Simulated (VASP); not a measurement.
# HfN (rocksalt type) (Fm-3m) in VASP: relaxation of cell and atoms with PBE

Aim: the relaxation of cell and atoms of HfN (rocksalt type) with PBE.

All numbers are computed with VASP 6.6.1; they aren't measurements. Logs are shortened: lines on timing, memory, paths and dates and some standing lists are left out, and cuts for length are marked.

**1. The cell of the first run**

Symmetry: Fm-3m, No. 225, cubic system. The conventional cell has a = 4.309 Å, b = 4.309 Å, c = 4.309 Å, α = 90.00°, β = 90.00°, γ = 90.00°. Within 2.9 Å of Hf (site symmetry m-3m) lie 6 N at 2.15 Å. N (site symmetry m-3m) has 6 Hf at 2.15 Å within 2.9 Å.

**2. Relaxation of cell and atoms, PBE, collinear spin, zero start**

INCAR reads:

```
SYSTEM = HfN
ALGO = Normal
EDIFF = 1E-6
EDIFFG = -0.005
ENCUT = 600
GGA = PE
IBRION = 2
ISIF = 3
ISMEAR = -5
ISPIN = 2
LASPH = .TRUE.
LCHARG = .FALSE.
LMAXMIX = 4
LORBIT = 11
LREAL = .FALSE.
LWAVE = .FALSE.
MAGMOM = 0 0
NELM = 150
NSW = 60
PREC = Accurate
SIGMA = 0.1
```

KPOINTS reads:

```
k-points
0
G
  17 17 17
  0 0 0
```

POSCAR reads:

```
HfN
1.0
    0.0000000000      2.1544346900      2.1544346900
    2.1544346900      0.0000000000      2.1544346900
    2.1544346900      2.1544346900      0.0000000000
Hf N
1 1
Direct
    0.0000000000      0.0000000000      0.0000000000
    0.5000000000      0.5000000000      0.5000000000
```

Potentials or basis: VASP PAW PBE potentials, release 64 (Hf_pv, N).

On the command line:

```bash
> cat potpaw_PBE.64/Hf_pv/POTCAR potpaw_PBE.64/N/POTCAR > POTCAR
> mpirun -np 1 vasp_std > vasp.out
```

OUTCAR:

```text
SYSTEM = HfN
   EDIFF = 1E-6
   EDIFFG = -0.005
   ENCUT = 600
   GGA = PE
   IBRION = 2
   ISIF = 3
   ISMEAR = -5
   ISPIN = 2
   LASPH = .TRUE.
   LORBIT = 11
   LREAL = .FALSE.
   NELM = 150
   NSW = 60
   PREC = Accurate

 ion  position               nearest neighbor table
   1  0.000  0.000  0.000-   2 2.15   2 2.15   2 2.15   2 2.15   2 2.15   2 2.15
   2  0.500  0.500  0.500-   1 2.15   1 2.15   1 2.15   1 2.15   1 2.15   1 2.15

  LATTYP: Found a face centered cubic cell.
 ALAT       =     4.3088693800

  Lattice vectors:

 A1 = (   0.0000000000,   2.1544346900,   2.1544346900)
 A2 = (   2.1544346900,   0.0000000000,   2.1544346900)
 A3 = (   2.1544346900,   2.1544346900,   0.0000000000)

Analysis of symmetry for initial positions (statically):
=====================================================================
 Subroutine PRICEL returns:
 Original cell was already a primitive cell.

 Routine SETGRP: Setting up the symmetry group for a
 face centered cubic supercell.

 Subroutine GETGRP returns: Found 48 space group operations
 (whereof 48 operations were pure point group operations)
 out of a pool of 48 trial point group operations.

The static configuration has the point symmetry O_h .

Analysis of symmetry for dynamics (positions and initial velocities):
=====================================================================
 Subroutine PRICEL returns:
 Original cell was already a primitive cell.

 Routine SETGRP: Setting up the symmetry group for a
 face centered cubic supercell.

 Subroutine GETGRP returns: Found 48 space group operations
 (whereof 48 operations were pure point group operations)
 out of a pool of 48 trial point group operations.

The dynamic configuration has the point symmetry O_h .

Analysis of structural, dynamic, and magnetic symmetry:
=====================================================================
 Subroutine PRICEL returns:
 Original cell was already a primitive cell.

 Routine SETGRP: Setting up the symmetry group for a
 face centered cubic supercell.

 Subroutine GETGRP returns: Found 48 space group operations
 (whereof 48 operations were pure point group operations)
 out of a pool of 48 trial point group operations.

The overall configuration has the point symmetry O_h .

 Subroutine INISYM returns: Found 48 space group operations
 (whereof 48 operations are pure point group operations),
 and found     1 'primitive' translations

----------------------------------------------------------------------------------------

                                     Primitive cell

  volume of cell :      20.0000

  direct lattice vectors                    reciprocal lattice vectors
     0.000000000  2.154434690  2.154434690    -0.232079442  0.232079442  0.232079442
     2.154434690  0.000000000  2.154434690     0.232079442 -0.232079442  0.232079442
     2.154434690  2.154434690  0.000000000     0.232079442  0.232079442 -0.232079442

  length of vectors
     3.046830758  3.046830758  3.046830758     0.401973384  0.401973384  0.401973384

  position of ions in fractional coordinates (direct lattice)
     0.000000000  0.000000000  0.000000000
     0.500000000  0.500000000  0.500000000

  ion indices of the primitive-cell ions
   primitive index   ion index
                 1           1
                 2           2

----------------------------------------------------------------------------------------

 KPOINTS: k-points

Automatic generation of k-mesh.
 Grid dimensions read from file:
 generate k-points for:   17   17   17

 Generating k-lattice:

  Cartesian coordinates                     Fractional coordinates (reciprocal lattice)
    -0.013651732  0.013651732  0.013651732     0.058823529  0.000000000  0.000000000
     0.013651732 -0.013651732  0.013651732     0.000000000  0.058823529  0.000000000
     0.013651732  0.013651732 -0.013651732     0.000000000  0.000000000  0.058823529

  Length of vectors
     0.023645493  0.023645493  0.023645493

  Shift w.r.t. Gamma in fractional coordinates (k-lattice)
     0.000000000  0.000000000  0.000000000

 TETIRR: Found    693 inequivalent tetrahedra from    29478

 Subroutine IBZKPT returns following result:
 ===========================================

 Found    165 irreducible k-points:

 Following reciprocal coordinates:
            Coordinates               Weight
  0.000000  0.000000  0.000000      1.000000
  0.058824  0.000000  0.000000      8.000000
  0.117647  0.000000  0.000000      8.000000
  0.176471  0.000000  0.000000      8.000000
  0.235294  0.000000  0.000000      8.000000
  0.294118  0.000000  0.000000      8.000000
[... 16 lines left out ...]
 -0.176471  0.058824  0.000000     24.000000
 -0.117647  0.058824  0.000000     24.000000
 [... further k-points ...]
   k-points           NKPTS =    165   k-points in BZ     NKDIM =    165   number of bands    NBANDS=     11
   number of dos      NEDOS =    301   number of ions     NIONS =      2
   total plane-waves  NPLWV =  13824
   dimension x,y,z NGX =    24 NGY =   24 NGZ =   24
   dimension x,y,z NGXF=    48 NGYF=   48 NGZF=   48
   ions per type =               1   1
   NGX,Y,Z   is equivalent  to a cutoff of  13.10, 13.10, 13.10 a.u.
   NGXF,Y,Z  is equivalent  to a cutoff of  26.19, 26.19, 26.19 a.u.
 SYSTEM =  HfN
   PREC   = accura    normal or accurate (medium, high low for compatibility)
   ISTART =      0    job   : 0-new  1-cont  2-samecut
   ICHARG =      2    charge: 1-file 2-atom 10-const
   ISPIN  =      2    spin polarized calculation?
   LNONCOLLINEAR =      F non collinear calculations
   LSORBIT =      F    spin-orbit coupling
   LASPH  =      T    aspherical Exc in radial PAW
   ENCUT  =  600.0 eV  44.10 Ry    6.64 a.u.   6.09  6.09  6.09*2*pi/ulx,y,z
   NELM   =    150;   NELMIN=  2; NELMDL= -5     # of ELM steps
   EDIFF  = 0.1E-05   stopping-criterion for ELM
   LREAL  =      F    real-space projection
   EDIFFG = -.5E-02   stopping-criterion for IOM
   NSW    =     60    number of steps for IOM
   IBRION =      2    ionic relax: 0-MD 1-quasi-New 2-CG
   NFREE  =      1    steps in history (QN), initial steepest desc. (CG)
   ISIF   =      3    stress and relaxation
   ISYM   =      2    0-nonsym 1-usesym 2-fastsym
   POTIM  = 0.5000    time-step for ionic-motion
   TEBEG  =    0.0;   TEEND  =   0.0 temperature during run
   PSTRESS=    0.0 pullay stress
   NELECT =      15.0000    total number of electrons
   NUPDOWN=      -1.0000    fix difference up-down
   EMIN   =  10.00;   EMAX   =-10.00  energy-range for DOS
   EFERMI =   0.00;   METHOD = LEGACY
   ISMEAR =    -5;   SIGMA  =   0.10  broadening in eV -4-tet -1-fermi 0-gaus
   EFERMI_NEDOS =   21; number of points for ismear=-14 and -15
   IALGO  =     38    algorithm
   IMIX   =      4    mixing-type and parameters
     AMIX     =   0.40;   BMIX     =  1.00
     AMIX_MAG =   1.60;   BMIX_MAG =  1.00
  volume/ion in A,a.u.               =      10.00        67.48
  Fermi-wavevector in a.u.,A,eV,Ry     =   1.487403  2.810784 30.101080  2.212367
  Thomas-Fermi vector in A             =   2.600568
   LORBIT       =     11    0 simple, 1 ext, 2 COOP (PROOUT), +10 PAW based schemes
   GGA     = PE    functional components
   LHFCALC =     F    Hartree Fock is set to
   AEXX    =    0.0000 exact exchange contribution
   IVDW    =     0    specifies the selected vdW correction
   LEPSILON=     F    determine dielectric tensor
   LRPA    =     F    only Hartree local field effects (RPA)
 conjugate gradient relaxation of ions
 spin polarized calculation
 Fermi weights with tetrahedron method with Bloechl corrections
  energy-cutoff  :      600.00
  volume of cell :       20.00
 maximum number of plane-waves:       682
   NGX = 13   NGY = 13   NGZ = 13

--------------------------------------- Ionic step        1  -------------------------------------------

 number of electron      14.9999998 magnetization       0.0000093

 number of electron      14.9999998 magnetization      -0.0000216

 Free energy of the ion-electron system (eV)
  ---------------------------------------------------
  ext. energy  EPLUGINS =         0.00000000
  ---------------------------------------------------
  free energy    TOTEN  =       -21.23711734 eV

  energy without entropy =      -21.23711734  energy(sigma->0) =      -21.23711734

------------------------ aborting loop because EDIFF is reached ----------------------------------------

  FORCE on cell =-STRESS in cart. coord.  units (eV):
  Direction    XX          YY          ZZ          XY          YZ          ZX
  --------------------------------------------------------------------------------------
  -------------------------------------------------------------------------------------
  Total        7.1807314      7.1807314      7.1807314     -0.0000000      0.0000000      0.0000000
  in kB      575.2402558    575.2402558    575.2402558     -0.0000000      0.0000000      0.0000000
  external PRESSURE =     575.2402558 kB  Pullay stress =       0.0000000 kB
[... 137 lines left out ...]
--------------------------------------- Ionic step        5  -------------------------------------------

 number of electron      15.0000000 magnetization      -0.0000002

 number of electron      15.0000000 magnetization       0.0000023

 Free energy of the ion-electron system (eV)
  ---------------------------------------------------
  ext. energy  EPLUGINS =         0.00000000
  ---------------------------------------------------
  free energy    TOTEN  =       -21.75521275 eV

  energy without entropy =      -21.75521275  energy(sigma->0) =      -21.75521275

 E-fermi :   8.3149     XC(G=0): -12.6756

 val. band max:        8.2692122123   @ k =   0.0588   0.0588   0.0000
 cond. band min:       8.2692101306   @ k =   0.0588   0.0588   0.0000
 fundamental gap:     -0.0000020817
 Fermi energy:         8.3149322889

 spin component 1

 k-point     1 :       0.0000    0.0000    0.0000
  band No.  band energies     occupation
      1     -22.9073      1.00000
      2     -22.9073      1.00000
      3     -22.9073      1.00000
      4      -9.1578      1.00000
      5       5.2729      1.00000
      6       5.2729      1.00000
      7       5.2729      1.00000
      8       7.9478      1.00000
      9       7.9478      1.00000
     10       7.9478      1.00000
     11       9.9815      0.00000
[... 309 lines left out ...]
 k-point    24 :      -0.1176    0.0588    0.0000
  band No.  band energies     occupation
      1     -23.0949      1.00000
      2     -22.9476      1.00000
      3     -22.9139      1.00000
      4      -8.6909      1.00000
      5       3.5280      1.00000
      6       4.1443      1.00000
      7       4.5479      1.00000
      8       8.2560      0.91962
      9       8.3553      0.05263
     10       8.9995      0.00000
     11      10.6612      0.00000

 [... further k-points ...]

 spin component 2

 k-point     1 :       0.0000    0.0000    0.0000
  band No.  band energies     occupation
      1     -22.9073      1.00000
      2     -22.9073      1.00000
      3     -22.9073      1.00000
      4      -9.1578      1.00000
      5       5.2729      1.00000
      6       5.2729      1.00000
      7       5.2729      1.00000
      8       7.9478      1.00000
      9       7.9478      1.00000
     10       7.9478      1.00000
     11       9.9815      0.00000
[... 351 lines left out ...]
  FREE ENERGIE OF THE ION-ELECTRON SYSTEM (eV)
  ---------------------------------------------------
  free  energy   TOTEN  =       -21.7552127524 eV

  energy  without entropy=      -21.7552127524  energy(sigma->0) =      -21.75521275

 reached required accuracy - stopping structural energy minimisation

 total charge

# of ion       s       p       d       tot
------------------------------------------
    1        0.288   6.558   1.744   8.589
    2        1.232   2.504   0.000   3.736
--------------------------------------------------
tot          1.520   9.061   1.744  12.325

 magnetization (x)

# of ion       s       p       d       tot
------------------------------------------
    1        0.000   0.000  -0.000  -0.000
    2        0.000   0.000   0.000   0.000
--------------------------------------------------
tot          0.000   0.000  -0.000  -0.000
```

Run time: 81 s. Hardware: 1 thread of Intel Xeon 6975P-C (Granite Rapids), shared host; peak memory 0.23 GiB.

What came out:

* Free energy: -21.7552 eV
* Relaxed volume: 11.65 Å³/atom
* Relaxed cell: a = 3.206 Å, b = 3.206 Å, c = 3.206 Å, α = 60.00°, β = 60.00°, γ = 60.00°
* Space group after relaxing (to 0.1 Å): Fm-3m (No. 225)
* Pressure after relaxing: 0.0 GPa
* Net moment: 0.00 μB per cell
* Valence electrons inside the program's atomic spheres: Hf 8.59; N 3.74

Final structure:
```
Hf N
1.0
     0.00000    2.26718    2.26718
     2.26718    0.00000    2.26718
     2.26718    2.26718    0.00000
Hf N
1 1
Cartesian
  0.0000 0.0000 0.0000
  2.2672 2.2672 2.2672
```

Caveat: the volume moved by over 15 % at a fixed basis, so the end points are rough; no moment was typed at the start, so none could form; spin-orbit coupling is left out, which moves the levels of the heavy elements; tetrahedron occupations give inexact forces and stress in metals.
